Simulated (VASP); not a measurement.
# Cd3Te2Se (P1) in VASP: relaxation of cell and atoms with PBE

Aim: the relaxation of cell and atoms of Cd3Te2Se with PBE.

All numbers are computed with VASP 6.6.1; they aren't measurements. Logs are shortened: lines on timing, memory, paths and dates and some standing lists are left out, and cuts for length are marked.

### 1 The cell of the first run

The typed cell holds 12 atoms: a = 4.627 Å, b = 4.638 Å, c = 22.126 Å, α = 89.56°, β = 91.19°, γ = 121.52°.

### 2 Relaxation of cell and atoms, PBE

File INCAR:

```
SYSTEM = Cd3Te2Se
PREC = Accurate
ENCUT = 600
EDIFF = 1E-6
ISMEAR = 0
SIGMA = 0.2
LREAL = .FALSE.
LASPH = .TRUE.
NELM = 100
ALGO = Normal
ISIF = 3
LWAVE = .FALSE.
LCHARG = .FALSE.
GGA = PE
IBRION = 2
NSW = 80
EDIFFG = -0.025
LUSENCCL = .FALSE.
```

File KPOINTS:

```
Automatic mesh
0
G
  6 6 1
  0 0 0
```

File POSCAR:

```
Cd3Te2Se
1.0
    4.6263147891     -0.0649348295     -0.0476221254
   -2.3693926065      3.9876127095      0.0173335266
   -0.2337865590     -0.0367189263     22.1243923216
Cd Te Se
6 4 2
Direct
    0.3504337993      0.6749363137      0.0099408962
    0.3179695145      0.6518467467      0.3291598630
    0.3357534686      0.6530433134      0.6577249994
    0.6849866661      0.3790094573      0.1577187735
    0.7029561119      0.3476732817      0.5065893789
    0.6760612335      0.3321314704      0.8323858434
    0.3206744796      0.6313243943      0.4580540503
    0.3151417907      0.6725236394      0.7828277308
    0.6601816001      0.3126534878      0.2872990515
    0.6780548747      0.3415298535      0.9673127402
    0.3061576988      0.6336239388      0.1332803082
    0.6516287623      0.3697041031      0.6277063648
```

Potentials or basis: VASP PAW PBE potentials, release 64 (Cd, Te, Se).

On the command line:

```
$ cat potpaw_PBE.64/Cd/POTCAR potpaw_PBE.64/Te/POTCAR potpaw_PBE.64/Se/POTCAR > POTCAR
$ mpirun -np 1 vasp_std > vasp.out
```

OUTCAR:

```text
SYSTEM = Cd3Te2Se
   PREC = Accurate
   ENCUT = 600
   EDIFF = 1E-6
   ISMEAR = 0
   LREAL = .FALSE.
   LASPH = .TRUE.
   NELM = 100
   ISIF = 3
   GGA = PE
   IBRION = 2
   NSW = 80
   EDIFFG = -0.025

 ion  position               nearest neighbor table
   1  0.350  0.675  0.010-  11 2.74  10 2.80  10 2.80  10 2.85
   2  0.318  0.652  0.329-   9 2.74   9 2.78   7 2.85   9 2.92
   3  0.336  0.653  0.658-  12 2.52   8 2.78  12 2.79  12 2.92
   4  0.685  0.379  0.158-  11 2.54  11 2.62   9 2.88  11 3.00
   5  0.703  0.348  0.507-   7 2.69  12 2.70   7 2.89   7 3.03
   6  0.676  0.332  0.832-   8 2.77   8 2.83  10 2.99   8 3.02
   7  0.321  0.631  0.458-   5 2.69   2 2.85   5 2.89   5 3.03
   8  0.315  0.673  0.783-   6 2.77   3 2.78   6 2.83   6 3.02
   9  0.660  0.313  0.287-   2 2.74   2 2.78   4 2.88   2 2.92
  10  0.678  0.342  0.967-   1 2.80   1 2.80   1 2.85   6 2.99
  11  0.306  0.634  0.133-   4 2.54   4 2.62   1 2.74   4 3.00
  12  0.652  0.370  0.628-   3 2.52   5 2.70   3 2.79   3 2.92

  LATTYP: Found a triclinic cell.
 ALAT       =     4.6270155529
 B/A-ratio  =     0.9781048235
 C/A-ratio  =     4.7818421408
 COS(alpha) =     0.0133999279
 COS(beta)  =     0.0208330213
 COS(gamma) =     0.4865189502

  Lattice vectors:

 A1 = (  -4.6263147891,   0.0649348295,   0.0476221254)
 A2 = (  -2.2569221826,  -3.9226778800,   0.0302885988)
 A3 = (  -0.2337865590,  -0.0367189263,  22.1243923216)

Analysis of symmetry for initial positions (statically):
=====================================================================
 Subroutine PRICEL returns:
 Original cell was already a primitive cell.

 Routine SETGRP: Setting up the symmetry group for a
 triclinic supercell.

 Subroutine GETGRP returns: Found  1 space group operations
 (whereof  1 operations were pure point group operations)
 out of a pool of  2 trial point group operations.

The static configuration has the point symmetry C_1 .

Analysis of symmetry for dynamics (positions and initial velocities):
=====================================================================
 Subroutine PRICEL returns:
 Original cell was already a primitive cell.

 Routine SETGRP: Setting up the symmetry group for a
 triclinic supercell.

 Subroutine GETGRP returns: Found  1 space group operations
 (whereof  1 operations were pure point group operations)
 out of a pool of  2 trial point group operations.

The dynamic configuration has the point symmetry C_1 .

[... 115 lines left out ...]
   EDIFFG = -.3E-01   stopping-criterion for IOM
   NSW    =     80    number of steps for IOM
   IBRION =      2    ionic relax: 0-MD 1-quasi-New 2-CG
   NFREE  =      1    steps in history (QN), initial steepest desc. (CG)
   ISIF   =      3    stress and relaxation
   ISYM   =      2    0-nonsym 1-usesym 2-fastsym
   POTIM  = 0.5000    time-step for ionic-motion
   TEBEG  =    0.0;   TEEND  =   0.0 temperature during run
   PSTRESS=    0.0 pullay stress
   NELECT =     108.0000    total number of electrons
   NUPDOWN=      -1.0000    fix difference up-down
   EMIN   =  10.00;   EMAX   =-10.00  energy-range for DOS
   EFERMI =   0.00;   METHOD = LEGACY
   ISMEAR =     0;   SIGMA  =   0.20  broadening in eV -4-tet -1-fermi 0-gaus
   EFERMI_NEDOS =   21; number of points for ismear=-14 and -15
   IALGO  =     38    algorithm
   IMIX   =      4    mixing-type and parameters
     AMIX     =   0.40;   BMIX     =  1.00
     AMIX_MAG =   1.60;   BMIX_MAG =  1.00
  volume/ion in A,a.u.               =      33.73       227.59
  Fermi-wavevector in a.u.,A,eV,Ry     =   1.053994  1.991760 15.114762  1.110904
  Thomas-Fermi vector in A             =   2.189137
   LORBIT       =      0    0 simple, 1 ext, 2 COOP (PROOUT), +10 PAW based schemes
   GGA     = PE    functional components
   LHFCALC =     F    Hartree Fock is set to
   AEXX    =    0.0000 exact exchange contribution
   IVDW    =     0    specifies the selected vdW correction
   LEPSILON=     F    determine dielectric tensor
   LRPA    =     F    only Hartree local field effects (RPA)
 conjugate gradient relaxation of ions
 non-spin polarized calculation
 Gauss-broadening in eV      SIGMA  =   0.20
  energy-cutoff  :      600.00
  volume of cell :      404.70
 maximum number of plane-waves:     13556
 NGX is ok and might be reduce to    40
   NGX = 19   NGY = 19   NGZ = 89

--------------------------------------- Ionic step        1  -------------------------------------------

 number of electron     107.9999994 magnetization

 Free energy of the ion-electron system (eV)
  ---------------------------------------------------
  ext. energy  EPLUGINS =         0.00000000
  ---------------------------------------------------
  free energy    TOTEN  =       -29.39431581 eV

  energy without entropy =      -29.38700649  energy(sigma->0) =      -29.39066115

------------------------ aborting loop because EDIFF is reached ----------------------------------------

  FORCE on cell =-STRESS in cart. coord.  units (eV):
  Direction    XX          YY          ZZ          XY          YZ          ZX
  --------------------------------------------------------------------------------------
  -------------------------------------------------------------------------------------
  Total        4.4405067      1.0848060      1.9139350      2.5145808     -0.4861408     -0.6332486
  in kB       17.5796193      4.2946624      7.5771192      9.9550290     -1.9245933     -2.5069819
  external PRESSURE =       9.8171336 kB  Pullay stress =       0.0000000 kB
[... 119 lines left out ...]
  FREE ENERGIE OF THE ION-ELECTRON SYSTEM (eV)
  ---------------------------------------------------
  free  energy   TOTEN  =       -29.7783380386 eV

  energy  without entropy=      -29.7687257015  energy(sigma->0) =      -29.77353187

[... ionic steps 4 to 18 ...]

--------------------------------------- Ionic step       19  -------------------------------------------

 number of electron     108.0000003 magnetization

------------------------ aborting loop because EDIFF is reached ----------------------------------------
[... 87 lines left out ...]
--------------------------------------- Ionic step       21  -------------------------------------------

 number of electron     108.0000003 magnetization

 Free energy of the ion-electron system (eV)
  ---------------------------------------------------
  ext. energy  EPLUGINS =         0.00000000
  ---------------------------------------------------
  free energy    TOTEN  =       -30.01625972 eV

  energy without entropy =      -30.00918487  energy(sigma->0) =      -30.01272229

 E-fermi :   1.7478     XC(G=0):  -8.3996

 val. band max:        1.5651388021   @ k =   0.0000   0.0000   0.0000
 cond. band min:       1.8284013782   @ k =   0.0000   0.0000   0.0000
 fundamental gap:      0.2632625761
 Fermi energy:         1.7477654550

 k-point     1 :       0.0000    0.0000    0.0000
  band No.  band energies     occupation
      1     -10.8417      2.00000
      2     -10.8265      2.00000
      3      -9.2787      2.00000
      4      -9.2579      2.00000
      5      -9.1042      2.00000
      6      -9.0859      2.00000
[... 1368 lines left out ...]
  FREE ENERGIE OF THE ION-ELECTRON SYSTEM (eV)
  ---------------------------------------------------
  free  energy   TOTEN  =       -30.0162597226 eV

  energy  without entropy=      -30.0091848651  energy(sigma->0) =      -30.01272229

 reached required accuracy - stopping structural energy minimisation
```

OSZICAR:

```text
N       E                     dE             d eps       ncg     rms          rms(c)
DAV:   1     0.783367025517E+03    0.78337E+03   -0.52510E+04  2560   0.165E+03
DAV:   2     0.215894841730E+02   -0.76178E+03   -0.74167E+03  2832   0.367E+02
DAV:   3    -0.302545198885E+02   -0.51844E+02   -0.51431E+02  2920   0.915E+01
DAV:   4    -0.312607128833E+02   -0.10062E+01   -0.10047E+01  2960   0.112E+01
[... 192 lines left out ...]
DAV:   3    -0.300164670190E+02    0.85318E-03   -0.22920E-03  2960   0.237E-01    0.185E-01
DAV:   4    -0.300162748092E+02    0.19221E-03   -0.29322E-04  2856   0.709E-02    0.528E-02
DAV:   5    -0.300162577973E+02    0.17012E-04   -0.10022E-04  2992   0.578E-02    0.243E-02
DAV:   6    -0.300162594511E+02   -0.16537E-05   -0.85229E-06  2848   0.165E-02    0.165E-02
DAV:   7    -0.300162597226E+02   -0.27148E-06   -0.15999E-06  1880   0.662E-03
  21 F= -.30016260E+02 E0= -.30012722E+02  d E =-.310327E-03
```

Wall time 29 min (1 × NVIDIA H100 80GB with 1 thread of AMD EPYC 7R13 (Zen 3), shared host); peak memory 1.8 GiB.

Results:

* Free energy: -30.0163 eV
* Relaxed volume: 34.09 Å³/atom
* Relaxed cell: a = 4.581 Å, b = 4.583 Å, c = 22.500 Å, α = 90.03°, β = 90.03°, γ = 120.00°
* Space group after relaxing (to 0.05 Å): P1 (No. 1)
* Energy gained by relaxing: 51.8 meV/atom
* Ionic steps: 21
* Pressure after relaxing: 0.1 GPa
* Largest force after relaxing: 0.020 eV/Å
* Band gap on the k mesh: 0.26 eV, direct

Forces in eV/Å, atoms in the order of the input:
```
Cd  -0.008  0.002  0.011
Cd   0.004  0.009  0.001
Cd   0.000 -0.009 -0.014
Cd   0.002  0.005  0.002
Cd  -0.009  0.003 -0.010
Cd   0.008  0.005  0.012
Te  -0.008  0.005 -0.004
Te  -0.003 -0.005  0.007
Te  -0.001  0.006 -0.010
Te  -0.002 -0.008 -0.001
Se   0.006 -0.012  0.015
Se   0.011  0.000 -0.008
```

Step by step:
```
step  energy change (eV)  largest force (eV/Å)  pressure (GPa)  volume (Å³)
   1              0.0000                1.2880            0.98       404.70
   2             -0.3493                0.6398           -0.53       416.86
   3             -0.3840                0.5067           -1.05       422.68
   4             -0.5224                0.3173           -0.18       411.65
   5             -0.5430                0.2693            0.38       405.74
   6             -0.5831                0.2063            0.11       408.40
   7             -0.5893                0.2218           -0.03       409.92
   8             -0.6024                0.1339           -0.05       410.12
   9             -0.6082                0.1086           -0.06       410.35
  10             -0.6141                0.0843            0.05       409.11
  11             -0.6145                0.0811            0.09       408.67
  12             -0.6167                0.0482           -0.05       410.24
  13             -0.6168                0.0481           -0.07       410.54
  14             -0.6181                0.0447            0.01       409.70
  15             -0.6182                0.0485            0.03       409.44
  16             -0.6194                0.0328            0.02       409.55
  17             -0.6203                0.0527            0.00       409.82
  18             -0.6204                0.0460            0.01       409.76
  19             -0.6215                0.0348           -0.02       410.04
  20             -0.6216                0.0327           -0.04       410.21
  21             -0.6219                0.0199            0.07       409.07
```

Final structure:
```
Cd Te Se
1.0
     4.58079    0.00082   -0.00098
    -2.29186    3.96844   -0.00098
    -0.00779   -0.01066   22.50040
Cd Te Se
6 4 2
Direct
  0.33890 0.67196 0.00608
  0.32785 0.65650 0.33379
  0.33214 0.67118 0.66042
  0.66568 0.33548 0.16008
  0.67041 0.32817 0.50698
  0.66534 0.33682 0.83329
  0.33646 0.66127 0.46105
  0.33245 0.67041 0.78788
  0.66143 0.32364 0.28798
  0.67160 0.33857 0.96042
  0.33275 0.66938 0.12562
  0.66499 0.33661 0.62642
```

Levels at points of the mesh, in eV from the valence-band top:
```
           k point  band 51  band 52  band 53  band 54  band 55  band 56  band 57  band 58
(0.00, 0.00, 0.00)    -0.08    -0.08     0.00     0.00     0.26     1.18     1.74     1.96
(0.50, 0.00, 0.00)    -1.17    -1.08    -0.91    -0.75     1.98     2.21     2.44     2.60
(0.00, 0.50, 0.00)    -1.17    -1.08    -0.91    -0.75     1.97     2.22     2.44     2.61
(0.50, 0.50, 0.00)    -1.17    -1.08    -0.91    -0.75     1.99     2.21     2.45     2.60
```

Caveat: spin-orbit coupling is left out, which moves the levels of the heavy elements.
